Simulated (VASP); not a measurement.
# Pt (Cmcm) in VASP: notebook

Runs on Pt. Level: PBEsol. Tasks: single point, relaxation of cell and atoms.

All numbers are computed with VASP 6.6.1; they aren't measurements. Logs are shortened: lines on timing, memory, paths and dates and some standing lists are left out, and cuts for length are marked.

## Step 1: The cell of the first run

The typed cell holds 8 atoms: a = 5.431 Å, b = 5.431 Å, c = 5.457 Å, α = 104.54°, β = 104.54°, γ = 119.71°.

This isn't the form of Pt at room conditions, which is fcc.

## Step 2: Single point, PBEsol

INCAR

```
SYSTEM = Pt
  ALGO = Fast
  EDIFF = 1E-6
  ENCUT = 520
  GGA = PS
  ISIF = 2
  ISMEAR = 0
  LASPH = .TRUE.
  LCHARG = .FALSE.
  LREAL = .FALSE.
  LWAVE = .FALSE.
  NBANDS = 50
  NELM = 80
  PREC = Accurate
  SIGMA = 0.1
```

KPOINTS

```
k-points
0
G
  8 8 8
  0 0 0
```

POSCAR

```
Pt
1.0
    2.7273114849      0.0000000000      4.6962210307
    2.7273114849      0.0000000000     -4.6962210307
   -2.7273114849      4.7267377303      0.0000000000
Pt
8
Direct
    0.2918960404      0.0418960404      0.3337920808
    0.2918960404      0.0418960404      0.8337920808
    0.7918960404      0.5418960404      0.3337920808
    0.7918960404      0.5418960404      0.8337920808
    0.7081039596      0.9581039596      0.6662079192
    0.7081039596      0.9581039596      0.1662079192
    0.2081039596      0.4581039596      0.6662079192
    0.2081039596      0.4581039596      0.1662079192
```

Potentials or basis: VASP PAW PBE potentials, release 64 (Pt).

Started as:

```bash
> cat potpaw_PBE.64/Pt/POTCAR > POTCAR
> mpirun -np 1 vasp_std > vasp.out
```

OUTCAR:

```text
SYSTEM = Pt
   EDIFF = 1E-6
   ENCUT = 520
   GGA = PS
   ISIF = 2
   ISMEAR = 0
   LASPH = .TRUE.
   LREAL = .FALSE.
   NELM = 80
   PREC = Accurate

 ion  position               nearest neighbor table
   1  0.292  0.042  0.334-   3 2.73   3 2.73   4 2.73   2 2.73   2 2.73   4 2.73   7 2.83   5 2.83
                             8 2.83   6 2.83   8 2.83   6 2.83
   2  0.292  0.042  0.834-   4 2.73   4 2.73   1 2.73   1 2.73   3 2.73   3 2.73   8 2.83   6 2.83
                             7 2.83   5 2.83   5 2.83   7 2.83
   3  0.792  0.542  0.334-   1 2.73   1 2.73   4 2.73   4 2.73   2 2.73   2 2.73   7 2.83   5 2.83
                             6 2.83   8 2.83   8 2.83   6 2.83
   4  0.792  0.542  0.834-   2 2.73   2 2.73   3 2.73   3 2.73   1 2.73   1 2.73   8 2.83   6 2.83
                             5 2.83   7 2.83   5 2.83   7 2.83
   5  0.708  0.958  0.666-   7 2.73   7 2.73   8 2.73   6 2.73   6 2.73   8 2.73   1 2.83   3 2.83
                             2 2.83   4 2.83   2 2.83   4 2.83
   6  0.708  0.958  0.166-   8 2.73   8 2.73   5 2.73   5 2.73   7 2.73   7 2.73   2 2.83   4 2.83
                             1 2.83   3 2.83   3 2.83   1 2.83
   7  0.208  0.458  0.666-   5 2.73   5 2.73   8 2.73   8 2.73   6 2.73   6 2.73   1 2.83   3 2.83
                             4 2.83   2 2.83   2 2.83   4 2.83
   8  0.208  0.458  0.166-   6 2.73   6 2.73   7 2.73   7 2.73   5 2.73   5 2.73   2 2.83   4 2.83
                             3 2.83   1 2.83   3 2.83   1 2.83

  LATTYP: Found a face centered orthorhombic cell.
 ALAT       =     5.4546229698
 B/A-ratio  =     1.7219232408
 C/A-ratio  =     1.7331125383

  Lattice vectors:

 A1 = (   0.0000000000,   4.7267377303,  -4.6962210307)
 A2 = (   2.7273114849,   4.7267377303,   0.0000000000)
 A3 = (   2.7273114849,   0.0000000000,  -4.6962210307)

Analysis of symmetry for initial positions (statically):
=====================================================================
 Subroutine PRICEL returns following result:

  LATTYP: Found a base centered orthorhombic cell.
 ALAT       =     2.7273114849
 B/A-ratio  =     1.7331125383
 C/A-ratio  =     1.7219232408

  Lattice vectors:

 A1 = (  -1.3636557425,  -2.3633688651,   0.0000000000)
 A2 = (  -1.3636557424,   2.3633688651,   0.0000000000)
 A3 = (  -0.0000000000,   0.0000000000,  -4.6962210307)

   4 primitive cells build up your supercell.

 Routine SETGRP: Setting up the symmetry group for a
 face centered orthorhombic supercell.

 Subroutine GETGRP returns: Found  8 space group operations
 (whereof  4 operations were pure point group operations)
 out of a pool of  8 trial point group operations.

The static configuration has the point symmetry C_2h.
 The point group associated with its full space group is D_2h.

Analysis of symmetry for dynamics (positions and initial velocities):
=====================================================================
 Subroutine PRICEL returns following result:

  LATTYP: Found a base centered orthorhombic cell.
 ALAT       =     2.7273114849
 B/A-ratio  =     1.7331125383
 C/A-ratio  =     1.7219232408

  Lattice vectors:

 A1 = (  -1.3636557425,  -2.3633688651,   0.0000000000)
 A2 = (  -1.3636557424,   2.3633688651,   0.0000000000)
 A3 = (  -0.0000000000,   0.0000000000,  -4.6962210307)

   4 primitive cells build up your supercell.

 Routine SETGRP: Setting up the symmetry group for a
 face centered orthorhombic supercell.

 Subroutine GETGRP returns: Found  8 space group operations
 (whereof  4 operations were pure point group operations)
 out of a pool of  8 trial point group operations.

The dynamic configuration has the point symmetry C_2h.
 The point group associated with its full space group is D_2h.

 Subroutine INISYM returns: Found  8 space group operations
 (whereof  4 operations are pure point group operations),
 and found     4 'primitive' translations

----------------------------------------------------------------------------------------

                                     Primitive cell

  volume of cell :      30.2702

  direct lattice vectors                    reciprocal lattice vectors
    -1.363655742 -2.363368865  0.000000000    -0.366661456 -0.211562405  0.000000000
    -1.363655742  2.363368865  0.000000000    -0.366661456  0.211562405  0.000000000
    -0.000000000  0.000000000 -4.696221031     0.000000000  0.000000000 -0.212937167

  length of vectors
     2.728565443  2.728565443  4.696221031     0.423319353  0.423319353  0.212937167

  position of ions in fractional coordinates (direct lattice)
     0.666207919  0.333792081  0.750000000
     0.333792081  0.666207919  0.250000000

  ion indices of the primitive-cell ions
   primitive index   ion index
                 1           1
                 2           6

----------------------------------------------------------------------------------------

 KPOINTS: k-points

Automatic generation of k-mesh.
 Grid dimensions read from file:
 generate k-points for:    8    8    8

 Generating k-lattice:

  Cartesian coordinates                     Fractional coordinates (reciprocal lattice)
     0.022916341  0.013222650  0.013308573     0.125000000  0.000000000 -0.000000000
     0.022916341  0.013222650 -0.013308573     0.000000000  0.125000000 -0.000000000
     0.000000000  0.026445301  0.000000000     0.000000000  0.000000000  0.125000000

  Length of vectors
     0.029616132  0.029616132  0.026445301

  Shift w.r.t. Gamma in fractional coordinates (k-lattice)
     0.000000000  0.000000000  0.000000000

 Subroutine IBZKPT returns following result:
 ===========================================

 Found     95 irreducible k-points:

 Following reciprocal coordinates:
            Coordinates               Weight
  0.000000  0.000000  0.000000      1.000000
  0.125000  0.000000 -0.000000      8.000000
  0.250000  0.000000 -0.000000      8.000000
  0.375000  0.000000 -0.000000      8.000000
  0.500000  0.000000 -0.000000      4.000000
  0.125000  0.125000 -0.000000      4.000000
[... 16 lines left out ...]
  0.125000  0.000000  0.125000      8.000000
  0.250000  0.000000  0.125000      8.000000
 [... further k-points ...]
   k-points           NKPTS =     95   k-points in BZ     NKDIM =     95   number of bands    NBANDS=     50
   number of dos      NEDOS =    301   number of ions     NIONS =      8
   total plane-waves  NPLWV =  67200
   dimension x,y,z NGX =    40 NGY =   40 NGZ =   42
   dimension x,y,z NGXF=    80 NGYF=   80 NGZF=   84
   ions per type =               8
   NGX,Y,Z   is equivalent  to a cutoff of  12.24, 12.24, 12.79 a.u.
   NGXF,Y,Z  is equivalent  to a cutoff of  24.49, 24.49, 25.59 a.u.
 SYSTEM =  Pt
   PREC   = accura    normal or accurate (medium, high low for compatibility)
   ISTART =      0    job   : 0-new  1-cont  2-samecut
   ICHARG =      2    charge: 1-file 2-atom 10-const
   ISPIN  =      1    spin polarized calculation?
   LNONCOLLINEAR =      F non collinear calculations
   LSORBIT =      F    spin-orbit coupling
   LASPH  =      T    aspherical Exc in radial PAW
   ENCUT  =  520.0 eV  38.22 Ry    6.18 a.u.  10.10 10.10 10.15*2*pi/ulx,y,z
   NELM   =     80;   NELMIN=  2; NELMDL= -5     # of ELM steps
   EDIFF  = 0.1E-05   stopping-criterion for ELM
   LREAL  =      F    real-space projection
   EDIFFG = 0.1E-04   stopping-criterion for IOM
   NSW    =      0    number of steps for IOM
   IBRION =     -1    ionic relax: 0-MD 1-quasi-New 2-CG
   NFREE  =      0    steps in history (QN), initial steepest desc. (CG)
   ISIF   =      2    stress and relaxation
   ISYM   =      2    0-nonsym 1-usesym 2-fastsym
   POTIM  = 0.5000    time-step for ionic-motion
   TEBEG  =    0.0;   TEEND  =   0.0 temperature during run
   PSTRESS=    0.0 pullay stress
   NELECT =      80.0000    total number of electrons
   NUPDOWN=      -1.0000    fix difference up-down
   EMIN   =  10.00;   EMAX   =-10.00  energy-range for DOS
   EFERMI =   0.00;   METHOD = LEGACY
   ISMEAR =     0;   SIGMA  =   0.10  broadening in eV -4-tet -1-fermi 0-gaus
   EFERMI_NEDOS =   21; number of points for ismear=-14 and -15
   IALGO  =     68    algorithm
   IMIX   =      4    mixing-type and parameters
     AMIX     =   0.40;   BMIX     =  1.00
     AMIX_MAG =   1.60;   BMIX_MAG =  1.00
  volume/ion in A,a.u.               =      15.14       102.14
  Fermi-wavevector in a.u.,A,eV,Ry     =   1.425870  2.694503 27.662073  2.033105
  Thomas-Fermi vector in A             =   2.546208
   LORBIT       =      0    0 simple, 1 ext, 2 COOP (PROOUT), +10 PAW based schemes
   GGA     = PS    functional components
   LHFCALC =     F    Hartree Fock is set to
   AEXX    =    0.0000 exact exchange contribution
   IVDW    =     0    specifies the selected vdW correction
   LEPSILON=     F    determine dielectric tensor
   LRPA    =     F    only Hartree local field effects (RPA)
 non-spin polarized calculation
 RMM-DIIS sequential band-by-band and
 Gauss-broadening in eV      SIGMA  =   0.10
  energy-cutoff  :      520.00
  volume of cell :      121.08
 maximum number of plane-waves:      3283
   NGX = 21   NGY = 21   NGZ = 21

 number of electron      80.0000002 magnetization

 Free energy of the ion-electron system (eV)
  ---------------------------------------------------
  ext. energy  EPLUGINS =         0.00000000
  ---------------------------------------------------
  free energy    TOTEN  =       -55.23409157 eV

  energy without entropy =      -55.16057247  energy(sigma->0) =      -55.19733202

 E-fermi :  11.0051     XC(G=0): -13.6030

 val. band max:       11.0048853425   @ k =  -0.2500   0.3750   0.1250
 cond. band min:      11.0062940774   @ k =  -0.3750  -0.0000   0.1250
 fundamental gap:      0.0014087349
 Fermi energy:        11.0051143363

 k-point     1 :       0.0000    0.0000    0.0000
  band No.  band energies     occupation
      1       0.7685      2.00000
      2       3.5078      2.00000
      3       4.0289      2.00000
      4       4.0289      2.00000
      5       4.0289      2.00000
      6       4.0289      2.00000
[... 42 lines left out ...]
     49      16.0352      0.00000
     50      17.7082      0.00000
[... 1217 lines left out ...]
     49      17.1610      0.00000
     50      17.7240      0.00000

 [... further k-points ...]

------------------------ aborting loop because EDIFF is reached ----------------------------------------

  FORCE on cell =-STRESS in cart. coord.  units (eV):
  Direction    XX          YY          ZZ          XY          YZ          ZX
  --------------------------------------------------------------------------------------
  -------------------------------------------------------------------------------------
  Total       -0.2978826     -0.3000725     -0.3874544      0.0000000     -0.0000000      0.0000000
  in kB       -3.9416763     -3.9706540     -5.1269188      0.0000000     -0.0000000      0.0000000
  external PRESSURE =      -4.3464164 kB  Pullay stress =       0.0000000 kB

 VOLUME and BASIS-vectors are now :
 -----------------------------------------------------------------------------
  energy-cutoff  :      520.00
  volume of cell :      121.08
      direct lattice vectors                 reciprocal lattice vectors
     2.727311485  0.000000000  4.696221031     0.183330728  0.105781202  0.106468583
     2.727311485  0.000000000 -4.696221031     0.183330728  0.105781202 -0.106468583
    -2.727311485  4.726737730  0.000000000     0.000000000  0.211562405  0.000000000

 POSITION                                       TOTAL-FORCE (eV/Angst)
 -----------------------------------------------------------------------------------
     -0.00000      1.57775      1.17406        -0.000000     -0.005736      0.000000
     -1.36366      3.94112      1.17406        -0.000000     -0.005736      0.000000
      2.72731      1.57775      1.17406        -0.000000     -0.005736      0.000000
      1.36366      3.94112      1.17406        -0.000000     -0.005736      0.000000
      2.72731      3.14899     -1.17406         0.000000      0.005736      0.000000
      4.09097      0.78562     -1.17406        -0.000000      0.005736      0.000000
      0.00000      3.14899     -1.17406         0.000000      0.005736      0.000000
      1.36366      0.78562     -1.17406         0.000000      0.005736      0.000000
 -----------------------------------------------------------------------------------
    total drift:                                0.000000     -0.000000      0.000000

  FREE ENERGIE OF THE ION-ELECTRON SYSTEM (eV)
  ---------------------------------------------------
  free  energy   TOTEN  =       -55.2340915689 eV

  energy  without entropy=      -55.1605724714  energy(sigma->0) =      -55.19733202
```

Run time: 4.3 min. Hardware: 1 thread of Intel Xeon 6975P-C (Granite Rapids), shared host; peak memory 0.51 GiB.

What came out:

| Property | Result |
| --- | --- |
| Free energy | -55.2341 eV |
| Pressure | -0.4 GPa |
| Largest force | 0.006 eV/Å |
| Band gap on the k mesh | zero (bands 40 and 41 overlap by 0.97 eV) |

Forces in eV/Å, atoms in the order of the input:
```
Pt   0.000 -0.006  0.000
Pt   0.000 -0.006  0.000
Pt   0.000 -0.006  0.000
Pt   0.000 -0.006  0.000
Pt   0.000  0.006  0.000
Pt   0.000  0.006  0.000
Pt   0.000  0.006  0.000
Pt   0.000  0.006  0.000
```

Caveat: the PAW data sets were made with another functional, which shifts forces and pressure a little; spin-orbit coupling is left out, which moves the levels of the heavy elements.

[end of part 1 of 2]
